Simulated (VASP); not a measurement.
# Te2Mo in VASP: further runs

The runs below take Te2Mo through single point, with LDA.

All numbers are computed with VASP 6.6.1; they aren't measurements. Logs are shortened: lines on timing, memory, paths and dates and some standing lists are left out, and cuts for length are marked.

## Step 1: The cell of the first run

The cell holds a slab with vacuum, 3 atoms: a = 3.259 Å, b = 3.259 Å, c = 17.520 Å, α = 90.00°, β = 90.00°, γ = 120.00°.

## Step 2: Single point, LDA (strain -0.0600 x Voigt [1, 1, 0, 0, 0, 0])

The input, INCAR:

```
  PREC = Accurate
  ENCUT = 520
  EDIFF = 1E-6
  ISMEAR = 0
  SIGMA = 0.05
  LREAL = False
  LASPH = True
  NELM = 80
  ALGO = Normal
  ISIF = 2
  LWAVE = False
  LCHARG = False
  NBANDS = 20
```

The input, KPOINTS:

```
Automatic mesh
0
Gamma
  12 12 2
```

The input, POSCAR:

```
Te2Mo
1.0
    3.2585551402      0.0000000000      0.0000000000
   -1.6292775701      2.8219915311      0.0000000000
    0.0000000000      0.0000000000     17.5198113284
Te Mo
2 1
Direct
    0.3333333333      0.6666666667      0.8975342416
    0.3333333333      0.6666666667      0.1024657584
    0.0000000000      0.0000000000      0.0000000000
```

Potentials or basis: VASP PAW LDA potentials, release 64 (Te, Mo_sv).

The run is started by

```bash
$ cat potpaw_LDA.64/Te/POTCAR potpaw_LDA.64/Mo_sv/POTCAR > POTCAR
$ mpirun -np 1 vasp_std > vasp.out
```

OUTCAR:

```text
PREC = Accurate
   ENCUT = 520
   EDIFF = 1E-6
   ISMEAR = 0
   LREAL = False
   LASPH = True
   NELM = 80
   ISIF = 2

 ion  position               nearest neighbor table
   1  0.333  0.667  0.898-   3 2.60   3 2.60   3 2.60   2 3.59
   2  0.333  0.667  0.102-   3 2.60   3 2.60   3 2.60   1 3.59
   3  0.000  0.000  0.000-   1 2.60   2 2.60   1 2.60   2 2.60   1 2.60   2 2.60

  LATTYP: Found a hexagonal cell.
 ALAT       =     3.2585551402
 C/A-ratio  =     5.3765581905

  Lattice vectors:

 A1 = (   3.2585551402,   0.0000000000,   0.0000000000)
 A2 = (  -1.6292775701,   2.8219915311,   0.0000000000)
 A3 = (   0.0000000000,   0.0000000000,  17.5198113284)

Analysis of symmetry for initial positions (statically):
=====================================================================
 Subroutine PRICEL returns:
 Original cell was already a primitive cell.

 Routine SETGRP: Setting up the symmetry group for a
 hexagonal supercell.

 Subroutine GETGRP returns: Found 12 space group operations
 (whereof 12 operations were pure point group operations)
 out of a pool of 24 trial point group operations.

The static configuration has the point symmetry D_3h.

Analysis of symmetry for dynamics (positions and initial velocities):
=====================================================================
 Subroutine PRICEL returns:
 Original cell was already a primitive cell.

 Routine SETGRP: Setting up the symmetry group for a
 hexagonal supercell.

 Subroutine GETGRP returns: Found 12 space group operations
 (whereof 12 operations were pure point group operations)
 out of a pool of 24 trial point group operations.

The dynamic configuration has the point symmetry D_3h.

 Subroutine INISYM returns: Found 12 space group operations
 (whereof 12 operations are pure point group operations),
 and found     1 'primitive' translations

----------------------------------------------------------------------------------------

                                     Primitive cell

  volume of cell :     161.1054

  direct lattice vectors                    reciprocal lattice vectors
     3.258555140  0.000000000  0.000000000     0.306884480  0.177179837  0.000000000
    -1.629277570  2.821991531  0.000000000     0.000000000  0.354359674  0.000000000
     0.000000000  0.000000000 17.519811328     0.000000000  0.000000000  0.057078240

  length of vectors
     3.258555140  3.258555140 17.519811328     0.354359674  0.354359674  0.057078240

  position of ions in fractional coordinates (direct lattice)
     0.333333333  0.666666667  0.897534242
     0.333333333  0.666666667  0.102465758
     0.000000000  0.000000000  0.000000000

  ion indices of the primitive-cell ions
   primitive index   ion index
                 1           1
                 2           2
                 3           3

----------------------------------------------------------------------------------------

 KPOINTS: Automatic mesh

Automatic generation of k-mesh.
 Grid dimensions read from file:
 generate k-points for:   12   12    2

 Generating k-lattice:

  Cartesian coordinates                     Fractional coordinates (reciprocal lattice)
     0.025573707  0.014764986  0.000000000     0.083333333 -0.000000000  0.000000000
     0.000000000  0.029529973  0.000000000     0.000000000  0.083333333  0.000000000
     0.000000000  0.000000000  0.028539120     0.000000000  0.000000000  0.500000000

  Length of vectors
     0.029529973  0.029529973  0.028539120

  Shift w.r.t. Gamma in fractional coordinates (k-lattice)
     0.000000000  0.000000000  0.000000000

 Subroutine IBZKPT returns following result:
 ===========================================

 Found     38 irreducible k-points:

 Following reciprocal coordinates:
            Coordinates               Weight
  0.000000  0.000000  0.000000      1.000000
  0.083333  0.000000  0.000000      6.000000
  0.166667  0.000000  0.000000      6.000000
  0.250000  0.000000  0.000000      6.000000
  0.333333  0.000000  0.000000      6.000000
  0.416667  0.000000  0.000000      6.000000
[... 16 lines left out ...]
  0.250000  0.000000  0.500000      6.000000
  0.333333  0.000000  0.500000      6.000000
 [... further k-points ...]
   k-points           NKPTS =     38   k-points in BZ     NKDIM =     38   number of bands    NBANDS=     20
   number of dos      NEDOS =    301   number of ions     NIONS =      3
   total plane-waves  NPLWV =  80640
   dimension x,y,z NGX =    24 NGY =   24 NGZ =  140
   dimension x,y,z NGXF=    48 NGYF=   48 NGZF=  280
   ions per type =               2   1
   NGX,Y,Z   is equivalent  to a cutoff of  12.24, 12.24, 13.28 a.u.
   NGXF,Y,Z  is equivalent  to a cutoff of  24.49, 24.49, 26.57 a.u.
 SYSTEM =  unknown system
   PREC   = accura    normal or accurate (medium, high low for compatibility)
   ISTART =      0    job   : 0-new  1-cont  2-samecut
   ICHARG =      2    charge: 1-file 2-atom 10-const
   ISPIN  =      1    spin polarized calculation?
   LNONCOLLINEAR =      F non collinear calculations
   LSORBIT =      F    spin-orbit coupling
   LASPH  =      T    aspherical Exc in radial PAW
   ENCUT  =  520.0 eV  38.22 Ry    6.18 a.u.   6.06  6.06 32.58*2*pi/ulx,y,z
   NELM   =     80;   NELMIN=  2; NELMDL= -5     # of ELM steps
   EDIFF  = 0.1E-05   stopping-criterion for ELM
   LREAL  =      F    real-space projection
   EDIFFG = 0.1E-04   stopping-criterion for IOM
   NSW    =      0    number of steps for IOM
   IBRION =     -1    ionic relax: 0-MD 1-quasi-New 2-CG
   NFREE  =      0    steps in history (QN), initial steepest desc. (CG)
   ISIF   =      2    stress and relaxation
   ISYM   =      2    0-nonsym 1-usesym 2-fastsym
   POTIM  = 0.5000    time-step for ionic-motion
   TEBEG  =    0.0;   TEEND  =   0.0 temperature during run
   PSTRESS=    0.0 pullay stress
   NELECT =      26.0000    total number of electrons
   NUPDOWN=      -1.0000    fix difference up-down
   EMIN   =  10.00;   EMAX   =-10.00  energy-range for DOS
   EFERMI =   0.00;   METHOD = LEGACY
   ISMEAR =     0;   SIGMA  =   0.05  broadening in eV -4-tet -1-fermi 0-gaus
   EFERMI_NEDOS =   21; number of points for ismear=-14 and -15
   IALGO  =     38    algorithm
   IMIX   =      4    mixing-type and parameters
     AMIX     =   0.40;   BMIX     =  1.00
     AMIX_MAG =   1.60;   BMIX_MAG =  1.00
  volume/ion in A,a.u.               =      53.70       362.40
  Fermi-wavevector in a.u.,A,eV,Ry     =   0.891311  1.684333 10.808946  0.794435
  Thomas-Fermi vector in A             =   2.013115
   LORBIT       =      0    0 simple, 1 ext, 2 COOP (PROOUT), +10 PAW based schemes
   GGA     = CA    functional components
   LHFCALC =     F    Hartree Fock is set to
   AEXX    =    0.0000 exact exchange contribution
   IVDW    =     0    specifies the selected vdW correction
   LEPSILON=     F    determine dielectric tensor
   LRPA    =     F    only Hartree local field effects (RPA)
 non-spin polarized calculation
 Gauss-broadening in eV      SIGMA  =   0.05
  energy-cutoff  :      520.00
  volume of cell :      161.11
 maximum number of plane-waves:      4392
   NGX = 13   NGY = 13   NGZ = 65

 number of electron      26.0000002 magnetization

 Free energy of the ion-electron system (eV)
  ---------------------------------------------------
  ext. energy  EPLUGINS =         0.00000000
  ---------------------------------------------------
  free energy    TOTEN  =       -20.01976141 eV

  energy without entropy =      -20.01976141  energy(sigma->0) =      -20.01976141

 E-fermi :   1.5912     XC(G=0):  -5.1987

 val. band max:        1.2724537315   @ k =   0.5000   0.0000   0.0000
 cond. band min:       2.1686437611   @ k =   0.2500   0.1667   0.0000
 fundamental gap:      0.8961900296
 Fermi energy:         1.5912397888

 k-point     1 :       0.0000    0.0000    0.0000
  band No.  band energies     occupation
      1     -59.0720      2.00000
      2     -33.6467      2.00000
      3     -33.2429      2.00000
      4     -33.2429      2.00000
      5     -12.8477      2.00000
      6     -11.7814      2.00000
[... 12 lines left out ...]
     19       5.6116      0.00000
     20       6.6377      0.00000

 k-point     2 :       0.0833    0.0000    0.0000
  band No.  band energies     occupation
      1     -59.0700      2.00000
      2     -33.6417      2.00000
      3     -33.2643      2.00000
      4     -33.2477      2.00000
      5     -12.7171      2.00000
      6     -11.6905      2.00000
[... 12 lines left out ...]
     19       5.6609      0.00000
     20       6.7732      0.00000

 k-point     3 :       0.1667    0.0000    0.0000
  band No.  band energies     occupation
      1     -59.0645      2.00000
      2     -33.6279      2.00000
      3     -33.3223      2.00000
      4     -33.2608      2.00000
      5     -12.3340      2.00000
      6     -11.4235      2.00000
[... 12 lines left out ...]
     19       6.0876      0.00000
     20       7.1152      0.00000

 k-point     4 :       0.2500    0.0000    0.0000
  band No.  band energies     occupation
      1     -59.0569      2.00000
      2     -33.6090      2.00000
      3     -33.4007      2.00000
      4     -33.2787      2.00000
      5     -11.7276      2.00000
      6     -11.0016      2.00000
[... 12 lines left out ...]
     19       6.7234      0.00000
     20       7.6347      0.00000

 k-point     5 :       0.3333    0.0000    0.0000
  band No.  band energies     occupation
      1     -59.0492      2.00000
      2     -33.5901      2.00000
      3     -33.4780      2.00000
      4     -33.2965      2.00000
      5     -10.9622      2.00000
      6     -10.4789      2.00000
[... 12 lines left out ...]
     19       7.1303      0.00000
     20       7.5889      0.00000

 k-point     6 :       0.4167    0.0000    0.0000
  band No.  band energies     occupation
      1     -59.0437      2.00000
      2     -33.5762      2.00000
      3     -33.5340      2.00000
      4     -33.3094      2.00000
      5     -10.1968      2.00000
      6      -9.9849      2.00000
[... 12 lines left out ...]
     19       7.0230      0.00000
     20       7.5932      0.00000

 k-point     7 :       0.5000    0.0000    0.0000
  band No.  band energies     occupation
      1     -59.0416      2.00000
      2     -33.5711      2.00000
      3     -33.5543      2.00000
      4     -33.3142      2.00000
      5      -9.8240      2.00000
      6      -9.7638      2.00000
[... 12 lines left out ...]
     19       7.1603      0.00000
     20       7.9081      0.00000
[... 277 lines left out ...]
 k-point    20 :       0.0000    0.0000    0.5000
  band No.  band energies     occupation
      1     -59.0721      2.00000
      2     -33.6467      2.00000
      3     -33.2429      2.00000
      4     -33.2429      2.00000
      5     -12.8477      2.00000
      6     -11.7814      2.00000
[... 12 lines left out ...]
     19       5.6116      0.00000
     20       6.8376      0.00000

 k-point    21 :       0.0833    0.0000    0.5000
  band No.  band energies     occupation
      1     -59.0700      2.00000
      2     -33.6417      2.00000
      3     -33.2643      2.00000
      4     -33.2477      2.00000
      5     -12.7171      2.00000
      6     -11.6905      2.00000
[... 12 lines left out ...]
     19       5.4962      0.00000
     20       6.9750      0.00000

 k-point    22 :       0.1667    0.0000    0.5000
  band No.  band energies     occupation
      1     -59.0645      2.00000
      2     -33.6279      2.00000
      3     -33.3223      2.00000
      4     -33.2608      2.00000
      5     -12.3340      2.00000
      6     -11.4235      2.00000
[... 12 lines left out ...]
     19       5.9164      0.00000
     20       7.3755      0.00000

 k-point    23 :       0.2500    0.0000    0.5000
  band No.  band energies     occupation
      1     -59.0569      2.00000
      2     -33.6090      2.00000
      3     -33.4007      2.00000
      4     -33.2787      2.00000
      5     -11.7276      2.00000
      6     -11.0016      2.00000
[... 12 lines left out ...]
     19       6.5639      0.00000
     20       7.8976      0.00000

 k-point    24 :       0.3333    0.0000    0.5000
  band No.  band energies     occupation
      1     -59.0492      2.00000
      2     -33.5901      2.00000
      3     -33.4780      2.00000
      4     -33.2965      2.00000
      5     -10.9622      2.00000
      6     -10.4789      2.00000
[... 12 lines left out ...]
     19       7.0971      0.00000
     20       7.5985      0.00000

 [... further k-points ...]
[... 5 lines left out ...]
  --------------------------------------------------------------------------------------
  -------------------------------------------------------------------------------------
  Total        7.5527452      7.5527452      5.4297751      0.0000000      0.0000000      0.0000000
  in kB       75.1112882     75.1112882     53.9985647      0.0000000      0.0000000      0.0000000
  external PRESSURE =      68.0737137 kB  Pullay stress =       0.0000000 kB

 VOLUME and BASIS-vectors are now :
 -----------------------------------------------------------------------------
  energy-cutoff  :      520.00
  volume of cell :      161.11
      direct lattice vectors                 reciprocal lattice vectors
     3.258555140  0.000000000  0.000000000     0.306884480  0.177179837  0.000000000
    -1.629277570  2.821991531  0.000000000     0.000000000  0.354359674  0.000000000
     0.000000000  0.000000000 17.519811328     0.000000000  0.000000000  0.057078240

 POSITION                                       TOTAL-FORCE (eV/Angst)
 -----------------------------------------------------------------------------------
     -0.00000      1.88133     15.72463         0.000000     -0.000000     -1.516434
     -0.00000      1.88133      1.79518        -0.000000     -0.000000      1.516434
      0.00000      0.00000      0.00000        -0.000000      0.000000      0.000000
 -----------------------------------------------------------------------------------
    total drift:                                0.000000     -0.000000     -0.000000

  FREE ENERGIE OF THE ION-ELECTRON SYSTEM (eV)
  ---------------------------------------------------
  free  energy   TOTEN  =       -20.0197614130 eV

  energy  without entropy=      -20.0197614130  energy(sigma->0) =      -20.01976141
```

Wall time 3 min (1 thread of Intel Xeon 8259CL, shared host); peak memory 0.29 GiB.

Results:

| Property | Result |
| --- | --- |
| Free energy | -20.0198 eV |
| Largest force | 1.516 eV/Å |
| Band gap on the k mesh | 0.90 eV (least direct gap 1.51 eV) |

Forces on the atoms (eV/Å):
```
Te   0.000  0.000 -1.516
Te   0.000  0.000  1.516
Mo   0.000  0.000  0.000
```

Caveat: the cell differs from its parent crystal (strain -0.0600 x Voigt [1, 1, 0, 0, 0, 0]); there is no dipole correction, which matters where the two faces differ; spin-orbit coupling is left out, which moves the levels of the heavy elements.

## Step 3: Single point, LDA (strain -0.0450 x Voigt [1, 1, 0, 0, 0, 0])

The input, INCAR:

```
SYSTEM = Te2Mo
PREC = Accurate
ENCUT = 520
EDIFF = 1E-6
ISMEAR = 0
SIGMA = 0.05
LREAL = .FALSE.
LASPH = .TRUE.
NELM = 100
ALGO = Normal
ISIF = 2
LWAVE = .FALSE.
LCHARG = .FALSE.
NBANDS = 20
```

The input, KPOINTS:

```
Automatic mesh
0
G
  12 12 2
  0 0 0
```

The input, POSCAR:

```
Te2Mo
1.0
    3.3105533606      0.0000000000      0.0000000000
   -1.6552766803      2.8670233108      0.0000000000
    0.0000000000      0.0000000000     17.5198113284
Te Mo
2 1
Direct
    0.3333333333      0.6666666667      0.8975342416
    0.3333333333      0.6666666667      0.1024657584
    0.0000000000      0.0000000000      0.0000000000
```

Potentials or basis: VASP PAW LDA potentials, release 64 (Te, Mo_sv).

The run is started by

```bash
$ cat potpaw_LDA.64/Te/POTCAR potpaw_LDA.64/Mo_sv/POTCAR > POTCAR
$ mpirun -np 1 vasp_std > vasp.out
```

Run time: 5.4 min. Hardware: 1 thread of Intel Xeon 8259CL, shared host; peak memory 0.33 GiB.

The run converged. Its results:

```yaml
Free_energy: -20.2252 eV
Largest_force: 1.098 eV/Å
Band_gap_on_the_k_mesh: 1.06 eV (least direct gap 1.58 eV)
```

Forces in eV/Å, atoms in the order of the input:
```
Te   0.000  0.000 -1.098
Te   0.000  0.000  1.098
Mo   0.000  0.000  0.000
```

Levels at points of the mesh, in eV from the valence-band top:
```csv
k point,band 9,band 10,band 11,band 12,band 13,band 14,band 15,band 16,band 17,band 18
"(0.00, 0.00, 0.00)",-1.81,-1.81,-1.21,-0.88,-0.88,3.82,3.82,4.05,4.19,4.19
"(0.50, 0.00, 0.00)",-3.87,-2.59,-2.16,-1.08,0.00,1.78,1.85,3.44,4.16,4.27
"(0.00, 0.00, 0.50)",-1.81,-1.81,-1.21,-0.88,-0.88,3.82,3.82,4.16,4.19,4.19
"(0.50, 0.00, 0.50)",-3.87,-2.59,-2.16,-1.08,0.00,1.78,1.85,3.44,4.16,4.27
```

Caveat: the cell differs from its parent crystal (strain -0.0450 x Voigt [1, 1, 0, 0, 0, 0]); there is no dipole correction, which matters where the two faces differ; spin-orbit coupling is left out, which moves the levels of the heavy elements.

[end of part 1 of 2]
